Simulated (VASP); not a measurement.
# V (Fd-3m) in VASP: further runs, part 2 of 2

VASP 6.6.1. Earlier steps stand in the parts before.

## 3. Single point, r2SCAN (15.80 Å³/atom)

This run uses another cell than the first one, of 15.80 Å³/atom.

Input file POSCAR:

```
V
1.0
    0.0000000000      2.5090591035      2.5090591035
    2.5090591035      0.0000000000      2.5090591035
    2.5090591035      2.5090591035      0.0000000000
V
2
Direct
    0.1250000000      0.1250000000      0.1250000000
    0.8750000000      0.8750000000      0.8750000000
```

Input file INCAR.step1:

```
SYSTEM = V
  ALGO = Normal
  EDIFF = 1E-4
  ENCUT = 520
  GGA = PE
  ISMEAR = -1
  LASPH = .True.
  LCHARG = .False.
  LREAL = .False.
  LWAVE = .True.
  NBANDS = 20
  NELM = 100
  PREC = Accurate
  SIGMA = 0.1
```

Input file INCAR.step2:

```
SYSTEM = V
  ALGO = Normal
  EDIFF = 1E-6
  ENCUT = 520
  ISIF = 2
  ISMEAR = -1
  ISTART = 1
  LASPH = .True.
  LCHARG = .False.
  LMIXTAU = .True.
  LREAL = .False.
  LWAVE = .False.
  METAGGA = R2SCAN
  NBANDS = 20
  NELM = 100
  PREC = Accurate
  SIGMA = 0.1
```

Input file KPOINTS:

```
k-points
0
Gamma
  12 12 12
  0 0 0
```

Potentials or basis: VASP PAW PBE potentials, release 64 (V_sv).

On the command line:

```
cat potpaw_PBE.64/V_sv/POTCAR > POTCAR
cp INCAR.step1 INCAR
mpirun -np 1 vasp_std > vasp.out
cp INCAR.step2 INCAR
mpirun -np 1 vasp_std > vasp.out
```

OUTCAR:

```text
SYSTEM = V
   EDIFF = 1E-6
   ENCUT = 520
   ISIF = 2
   ISMEAR = -1
   ISTART = 1
   LASPH = .True.
   LREAL = .False.
   METAGGA = R2SCAN
   NELM = 100
   PREC = Accurate

 ion  position               nearest neighbor table
   1  0.125  0.125  0.125-   2 2.17   2 2.17   2 2.17   2 2.17
   2  0.875  0.875  0.875-   1 2.17   1 2.17   1 2.17   1 2.17

  LATTYP: Found a face centered cubic cell.
 ALAT       =     5.0181182070

  Lattice vectors:

 A1 = (   0.0000000000,   2.5090591035,   2.5090591035)
 A2 = (   2.5090591035,   0.0000000000,   2.5090591035)
 A3 = (   2.5090591035,   2.5090591035,   0.0000000000)

Analysis of symmetry for initial positions (statically):
=====================================================================
 Subroutine PRICEL returns:
 Original cell was already a primitive cell.

 Routine SETGRP: Setting up the symmetry group for a
 face centered cubic supercell.

 Subroutine GETGRP returns: Found 48 space group operations
 (whereof 12 operations were pure point group operations)
 out of a pool of 48 trial point group operations.
[... 159 lines left out ...]
  ---------------------------------------------------
  free energy    TOTEN  =       -22.96202702 eV

  energy without entropy =      -22.83413993  energy(sigma->0) =      -22.89808347

 E-fermi :   8.0109     XC(G=0): -12.5816

 val. band max:        8.0108273542   @ k =  -0.3333   0.2500   0.0000
 cond. band min:       8.0266622188   @ k =   0.3333   0.0000   0.0000
 fundamental gap:      0.0158348646
 Fermi energy:         8.0109282813

 k-point     1 :       0.0000    0.0000    0.0000
  band No.  band energies     occupation
      1     -58.4005      2.00000
      2     -57.3136      2.00000
      3     -31.3997      2.00000
      4     -31.3997      2.00000
      5     -31.3997      2.00000
      6     -30.0940      2.00000
[... 541 lines left out ...]
     19      12.4326      0.00000
     20      13.4485      0.00000

 [... further k-points ...]

------------------------ aborting loop because EDIFF is reached ----------------------------------------

  FORCE on cell =-STRESS in cart. coord.  units (eV):
  Direction    XX          YY          ZZ          XY          YZ          ZX
  --------------------------------------------------------------------------------------
  -------------------------------------------------------------------------------------
  Total        2.3738175      2.3738175      2.3738175     -0.0000000      0.0000000      0.0000000
  in kB      120.3913358    120.3913358    120.3913358     -0.0000000      0.0000000      0.0000000
  external PRESSURE =     120.3913358 kB  Pullay stress =       0.0000000 kB

 VOLUME and BASIS-vectors are now :
 -----------------------------------------------------------------------------
  energy-cutoff  :      520.00
  volume of cell :       31.59
      direct lattice vectors                 reciprocal lattice vectors
     0.000000000  2.509059103  2.509059103    -0.199277888  0.199277888  0.199277888
     2.509059103  0.000000000  2.509059103     0.199277888 -0.199277888  0.199277888
     2.509059103  2.509059103  0.000000000     0.199277888  0.199277888 -0.199277888

 POSITION                                       TOTAL-FORCE (eV/Angst)
 -----------------------------------------------------------------------------------
      0.62726      0.62726      0.62726         0.000000     -0.000000      0.000000
      4.39085      4.39085      4.39085        -0.000000      0.000000     -0.000000
 -----------------------------------------------------------------------------------
    total drift:                                0.000000     -0.000000     -0.000000

  FREE ENERGIE OF THE ION-ELECTRON SYSTEM (eV)
  ---------------------------------------------------
  free  energy   TOTEN  =       -22.9620270206 eV

  energy  without entropy=      -22.8341399254  energy(sigma->0) =      -22.89808347
```

OSZICAR.step1:

```text
N       E                     dE             d eps       ncg     rms          rms(c)
DAV:   1     0.338334481879E+03    0.33833E+03   -0.16433E+04  2880   0.149E+03
DAV:   2    -0.407924378461E+01   -0.34241E+03   -0.33675E+03  2940   0.489E+02
DAV:   3    -0.134280005957E+02   -0.93488E+01   -0.91745E+01  3316   0.979E+01
DAV:   4    -0.135258297498E+02   -0.97829E-01   -0.97371E-01  3072   0.101E+01
DAV:   5    -0.135270800331E+02   -0.12503E-02   -0.12502E-02  3192   0.116E+00    0.227E+01
DAV:   6    -0.130063447900E+02    0.52074E+00   -0.32199E+00  3248   0.159E+01    0.772E+00
DAV:   7    -0.130077233367E+02   -0.13785E-02   -0.50254E-02  2964   0.241E+00    0.451E+00
DAV:   8    -0.130089735092E+02   -0.12502E-02   -0.33189E-03  3136   0.627E-01    0.948E-02
DAV:   9    -0.130089372651E+02    0.36244E-04   -0.15405E-04  1796   0.147E-01
   1 F= -.13008937E+02 E0= -.12943075E+02  d E =-.131724E+00
```

Wall time 4.4 min (1 thread of Intel Xeon 8259CL, shared host); peak memory 0.18 GiB.

What came out:

```yaml
Free_energy: -22.9620 eV
Pressure: 12.0 GPa
Band_gap_on_the_k_mesh: zero (bands 13 and 14 overlap by 1.55 eV)
```

Caveat: the cell stands under pressure; the PAW data sets were made with another functional, which shifts forces and pressure a little.

## 4. Single point, r2SCAN (16.51 Å³/atom)

This run uses another cell than the first one, of 16.51 Å³/atom.

Input file POSCAR:

```
V
1.0
    0.0000000000      2.5465132687      2.5465132687
    2.5465132687      0.0000000000      2.5465132687
    2.5465132687      2.5465132687      0.0000000000
V
2
Direct
    0.1250000000      0.1250000000      0.1250000000
    0.8750000000      0.8750000000      0.8750000000
```

Input file INCAR.step1:

```
SYSTEM = V
ALGO     = Normal         ! electronic algorithm
EDIFF    = 1E-4           ! SCF threshold, eV
ENCUT    = 520            ! plane-wave cutoff, eV
GGA      = PE             ! functional
ISMEAR   = -1             ! smearing method
LASPH    = .TRUE.         ! aspherical terms in the spheres
LCHARG   = .FALSE.        ! write CHGCAR
LREAL    = .FALSE.        ! projectors in reciprocal space
LWAVE    = .TRUE.         ! write WAVECAR
NBANDS   = 20             ! bands
NELM     = 100            ! most SCF steps
PREC     = Accurate       ! precision mode
SIGMA    = 0.1            ! smearing width, eV
```

Input file INCAR.step2:

```
SYSTEM = V
ALGO     = Normal         ! electronic algorithm
EDIFF    = 1E-7           ! SCF threshold, eV
ENCUT    = 520            ! plane-wave cutoff, eV
ISIF     = 2              ! what is computed and relaxed
ISMEAR   = -1             ! smearing method
ISTART   = 1            
LASPH    = .TRUE.         ! aspherical terms in the spheres
LCHARG   = .FALSE.        ! write CHGCAR
LMIXTAU  = .TRUE.       
LREAL    = .FALSE.        ! projectors in reciprocal space
LWAVE    = .FALSE.        ! write WAVECAR
METAGGA  = R2SCAN         ! meta-GGA
NBANDS   = 20             ! bands
NELM     = 100            ! most SCF steps
PREC     = Accurate       ! precision mode
SIGMA    = 0.1            ! smearing width, eV
```

Input file KPOINTS:

```
k-points
0
G
  12 12 12
  0 0 0
```

Potentials or basis: VASP PAW PBE potentials, release 64 (V_sv).

On the command line:

```
cat potpaw_PBE.64/V_sv/POTCAR > POTCAR
cp INCAR.step1 INCAR
mpirun -np 1 vasp_std > vasp.out
cp INCAR.step2 INCAR
mpirun -np 1 vasp_std > vasp.out
```

OUTCAR:

```text
SYSTEM = V
   EDIFF = 1E-7
   ENCUT = 520
   ISIF = 2
   ISMEAR = -1
   ISTART = 1
   LASPH = .TRUE.
   LREAL = .FALSE.
   METAGGA = R2SCAN
   NELM = 100
   PREC = Accurate

 ion  position               nearest neighbor table
   1  0.125  0.125  0.125-   2 2.21   2 2.21   2 2.21   2 2.21
   2  0.875  0.875  0.875-   1 2.21   1 2.21   1 2.21   1 2.21

  LATTYP: Found a face centered cubic cell.
 ALAT       =     5.0930265374

  Lattice vectors:

 A1 = (   0.0000000000,   2.5465132687,   2.5465132687)
 A2 = (   2.5465132687,   0.0000000000,   2.5465132687)
 A3 = (   2.5465132687,   2.5465132687,   0.0000000000)

Analysis of symmetry for initial positions (statically):
=====================================================================
 Subroutine PRICEL returns:
 Original cell was already a primitive cell.

 Routine SETGRP: Setting up the symmetry group for a
 face centered cubic supercell.

 Subroutine GETGRP returns: Found 48 space group operations
 (whereof 12 operations were pure point group operations)
 out of a pool of 48 trial point group operations.

The static configuration has the point symmetry D_3d.
 The point group associated with its full space group is O_h .

Analysis of symmetry for dynamics (positions and initial velocities):
=====================================================================
 Subroutine PRICEL returns:
 Original cell was already a primitive cell.

 Routine SETGRP: Setting up the symmetry group for a
 face centered cubic supercell.

 Subroutine GETGRP returns: Found 48 space group operations
 (whereof 12 operations were pure point group operations)
 out of a pool of 48 trial point group operations.

The dynamic configuration has the point symmetry D_3d.
 The point group associated with its full space group is O_h .

 Subroutine INISYM returns: Found 48 space group operations
 (whereof 12 operations are pure point group operations),
 and found     1 'primitive' translations

----------------------------------------------------------------------------------------

                                     Primitive cell

  volume of cell :      33.0269

  direct lattice vectors                    reciprocal lattice vectors
     0.000000000  2.546513269  2.546513269    -0.196346905  0.196346905  0.196346905
     2.546513269  0.000000000  2.546513269     0.196346905 -0.196346905  0.196346905
     2.546513269  2.546513269  0.000000000     0.196346905  0.196346905 -0.196346905

  length of vectors
     3.601313601  3.601313601  3.601313601     0.340082816  0.340082816  0.340082816

  position of ions in fractional coordinates (direct lattice)
     0.125000000  0.125000000  0.125000000
     0.875000000  0.875000000  0.875000000

  ion indices of the primitive-cell ions
   primitive index   ion index
                 1           1
                 2           2

----------------------------------------------------------------------------------------

 KPOINTS: k-points

Automatic generation of k-mesh.
 Grid dimensions read from file:
 generate k-points for:   12   12   12

 Generating k-lattice:

  Cartesian coordinates                     Fractional coordinates (reciprocal lattice)
    -0.016362242  0.016362242  0.016362242     0.083333333  0.000000000  0.000000000
     0.016362242 -0.016362242  0.016362242     0.000000000  0.083333333  0.000000000
     0.016362242  0.016362242 -0.016362242     0.000000000  0.000000000  0.083333333

  Length of vectors
     0.028340235  0.028340235  0.028340235

  Shift w.r.t. Gamma in fractional coordinates (k-lattice)
     0.000000000  0.000000000  0.000000000

 Subroutine IBZKPT returns following result:
 ===========================================

 Found     72 irreducible k-points:

 Following reciprocal coordinates:
            Coordinates               Weight
  0.000000  0.000000  0.000000      1.000000
  0.083333  0.000000  0.000000      8.000000
  0.166667  0.000000  0.000000      8.000000
  0.250000  0.000000  0.000000      8.000000
  0.333333  0.000000  0.000000      8.000000
  0.416667  0.000000  0.000000      8.000000
[... 16 lines left out ...]
  0.500000  0.166667  0.000000     24.000000
 -0.416667  0.166667  0.000000     24.000000
 [... further k-points ...]
   k-points           NKPTS =     72   k-points in BZ     NKDIM =     72   number of bands    NBANDS=     20
   number of dos      NEDOS =    301   number of ions     NIONS =      2
   total plane-waves  NPLWV =  21952
   dimension x,y,z NGX =    28 NGY =   28 NGZ =   28
   dimension x,y,z NGXF=    56 NGYF=   56 NGZF=   56
   ions per type =               2
   NGX,Y,Z   is equivalent  to a cutoff of  12.93, 12.93, 12.93 a.u.
   NGXF,Y,Z  is equivalent  to a cutoff of  25.85, 25.85, 25.85 a.u.
 SYSTEM =  V
   PREC   = accura    normal or accurate (medium, high low for compatibility)
   ISTART =      1    job   : 0-new  1-cont  2-samecut
   ICHARG =      0    charge: 1-file 2-atom 10-const
   ISPIN  =      1    spin polarized calculation?
   LNONCOLLINEAR =      F non collinear calculations
   LSORBIT =      F    spin-orbit coupling
   LASPH  =      T    aspherical Exc in radial PAW
   ENCUT  =  520.0 eV  38.22 Ry    6.18 a.u.   6.70  6.70  6.70*2*pi/ulx,y,z
   NELM   =    100;   NELMIN=  2; NELMDL=  0     # of ELM steps
   EDIFF  = 0.1E-06   stopping-criterion for ELM
   LREAL  =      F    real-space projection
   EDIFFG = 0.1E-05   stopping-criterion for IOM
   NSW    =      0    number of steps for IOM
   IBRION =     -1    ionic relax: 0-MD 1-quasi-New 2-CG
   NFREE  =      0    steps in history (QN), initial steepest desc. (CG)
   ISIF   =      2    stress and relaxation
   ISYM   =      2    0-nonsym 1-usesym 2-fastsym
   POTIM  = 0.5000    time-step for ionic-motion
   TEBEG  =    0.0;   TEEND  =   0.0 temperature during run
   PSTRESS=    0.0 pullay stress
   NELECT =      26.0000    total number of electrons
   NUPDOWN=      -1.0000    fix difference up-down
   EMIN   =  10.00;   EMAX   =-10.00  energy-range for DOS
   EFERMI =   0.00;   METHOD = LEGACY
   ISMEAR =    -1;   SIGMA  =   0.10  broadening in eV -4-tet -1-fermi 0-gaus
   EFERMI_NEDOS =   21; number of points for ismear=-14 and -15
   IALGO  =     38    algorithm
   IMIX   =      4    mixing-type and parameters
     AMIX     =   0.40;   BMIX     =  1.00
     AMIX_MAG =   1.60;   BMIX_MAG =  1.00
  volume/ion in A,a.u.               =      16.51       111.44
  Fermi-wavevector in a.u.,A,eV,Ry     =   1.511622  2.856552 31.089346  2.285002
  Thomas-Fermi vector in A             =   2.621655
   LORBIT       =      0    0 simple, 1 ext, 2 COOP (PROOUT), +10 PAW based schemes
   METAGGA = R2SCAN    functional components
   LHFCALC =     F    Hartree Fock is set to
   AEXX    =    0.0000 exact exchange contribution
   IVDW    =     0    specifies the selected vdW correction
   LEPSILON=     F    determine dielectric tensor
   LRPA    =     F    only Hartree local field effects (RPA)
 non-spin polarized calculation
  energy-cutoff  :      520.00
  volume of cell :       33.03
 maximum number of plane-waves:       911
   NGX = 13   NGY = 13   NGZ = 13

 number of electron      25.9999994 magnetization

 Free energy of the ion-electron system (eV)
  ---------------------------------------------------
  ext. energy  EPLUGINS =         0.00000000
  ---------------------------------------------------
  free energy    TOTEN  =       -23.04958394 eV

  energy without entropy =      -22.91503758  energy(sigma->0) =      -22.98231076

 E-fermi :   7.5035     XC(G=0): -12.3365

 val. band max:        7.4927686115   @ k =   0.3333   0.3333   0.0000
 cond. band min:       7.5038400698   @ k =   0.5000   0.3333   0.0833
 fundamental gap:      0.0110714583
 Fermi energy:         7.5034611048

 k-point     1 :       0.0000    0.0000    0.0000
  band No.  band energies     occupation
      1     -58.8491      2.00000
      2     -57.9021      2.00000
      3     -31.8388      2.00000
      4     -31.8388      2.00000
      5     -31.8388      2.00000
      6     -30.6600      2.00000
[... 12 lines left out ...]
     19      11.9871      0.00000
     20      22.0479      0.00000
[... 507 lines left out ...]
 k-point    24 :      -0.4167    0.1667    0.0000
  band No.  band energies     occupation
      1     -58.5791      2.00000
      2     -58.1835      2.00000
      3     -32.1151      2.00000
      4     -32.0186      2.00000
      5     -31.6828      2.00000
      6     -30.8194      2.00000
[... 12 lines left out ...]
     19      11.7490      0.00000
     20      12.7054      0.00000

 [... further k-points ...]

------------------------ aborting loop because EDIFF is reached ----------------------------------------

  FORCE on cell =-STRESS in cart. coord.  units (eV):
  Direction    XX          YY          ZZ          XY          YZ          ZX
  --------------------------------------------------------------------------------------
  -------------------------------------------------------------------------------------
  Total        1.5398931      1.5398931      1.5398931     -0.0000000      0.0000000      0.0000000
  in kB       74.7021904     74.7021904     74.7021904     -0.0000000      0.0000000      0.0000000
  external PRESSURE =      74.7021904 kB  Pullay stress =       0.0000000 kB

 VOLUME and BASIS-vectors are now :
 -----------------------------------------------------------------------------
  energy-cutoff  :      520.00
  volume of cell :       33.03
      direct lattice vectors                 reciprocal lattice vectors
     0.000000000  2.546513269  2.546513269    -0.196346905  0.196346905  0.196346905
     2.546513269  0.000000000  2.546513269     0.196346905 -0.196346905  0.196346905
     2.546513269  2.546513269  0.000000000     0.196346905  0.196346905 -0.196346905

 POSITION                                       TOTAL-FORCE (eV/Angst)
 -----------------------------------------------------------------------------------
      0.63663      0.63663      0.63663        -0.000000      0.000000     -0.000000
      4.45640      4.45640      4.45640         0.000000     -0.000000      0.000000
 -----------------------------------------------------------------------------------
    total drift:                                0.000000     -0.000000     -0.000000

  FREE ENERGIE OF THE ION-ELECTRON SYSTEM (eV)
  ---------------------------------------------------
  free  energy   TOTEN  =       -23.0495839393 eV

  energy  without entropy=      -22.9150375754  energy(sigma->0) =      -22.98231076
```

Run time: 4.7 min. Hardware: 1 thread of Intel Xeon 8259CL, shared host; peak memory 0.19 GiB.

Results:

* Free energy: -23.0496 eV
* Pressure: 7.5 GPa
* Band gap on the k mesh: zero (bands 13 and 14 overlap by 1.32 eV)

Levels at points of the mesh, in eV from the Fermi level:
```
           k point  band 11  band 12  band 13  band 14  band 15  band 16
(0.00, 0.00, 0.00)    -1.37    -0.71    -0.71    -0.71     1.76     1.76
(0.50, 0.00, 0.00)    -1.33    -1.33    -0.76    -0.76     0.47     2.80
(0.50, 0.50, 0.00)    -0.66    -0.66     0.56     0.56     1.42     1.42
```

Caveat: the cell stands under pressure; the PAW data sets were made with another functional, which shifts forces and pressure a little.

## 5. Overview

| spin | cell | k mesh | smearing | gap on the mesh (eV) | pressure (GPa) |
| --- | --- | --- | --- | --- | --- |
| collinear, ferromagnetic start | a = 3.832 Å, angles 60.0°, 2 atoms | 10 × 10 × 10 | fermi-dirac 0.05 eV | none | 0.5 |
| off | a = 3.548 Å, angles 60.0°, 2 atoms | 12 × 12 × 12 | fermi-dirac 0.1 eV | none | 12.0 |
| off | a = 3.601 Å, angles 60.0°, 2 atoms | 12 × 12 × 12 | fermi-dirac 0.1 eV | none | 7.5 |

Alike in all rows: task single point; level r2SCAN; potentials or basis VASP PAW PBE potentials, release 64 (V_sv); cutoff (eV) 520.

Caveats: the PAW data sets were made with another functional, which shifts forces and pressure a little; the cell stands under pressure (at least some runs).

Absolute energies hang on the potentials; compare differences alone.
